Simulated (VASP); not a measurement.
**Na: single point with r2SCAN**

Na:

```
Na
1.0
     3.26824    0.00000    0.00000
    -1.63412    2.83038    0.00000
     0.00000    0.00000    5.34950
Na
2
Direct
  0.33333 0.66667 0.25000
  0.66667 0.33333 0.75000
```

This isn't the form of Na at room conditions, which is bcc.

```
Program             : VASP 6.6.1
Task                : single point
Functional          : r2SCAN
Potentials or basis : VASP PAW PBE potentials, release 64 (Na_pv)
Cutoff              : 520 eV
k mesh              : 14 × 14 × 8
Occupations         : fermi-dirac, width 0.08 eV
Spin                : no spin polarisation
```

The pressure is 7.1 GPa. The band gap on the k mesh is zero (bands 7 and 8 overlap by 5.37 eV).

Stress tensor (GPa, compression positive):
```
7.21 0.00 0.00
0.00 7.21 0.00
0.00 0.00 6.92
```

Levels at points of the mesh, in eV from the Fermi level:
```
           k point  band 4  band 5  band 6  band 7  band 8  band 9  band 10  band 11
(0.00, 0.00, 0.00)  -25.80  -25.80  -25.80   -4.46    0.56    1.60    13.11    13.11
(0.50, 0.00, 0.00)  -25.85  -25.83  -25.82    0.20    0.69    4.62     5.25     6.07
(0.00, 0.00, 0.50)  -25.81  -25.81  -25.81   -3.03   -3.03    7.40     7.40    13.75
(0.50, 0.00, 0.50)  -25.83  -25.83  -25.83    1.30    1.30    2.28     2.28     9.74
```

Run time: 4.6 min on 1 thread of Oxide Virtual Turin-like Processor, with other jobs on the host, peak memory 0.16 GiB.

Caveat: the cell stands under pressure; the PAW data sets were made with another functional, which shifts forces and pressure a little.
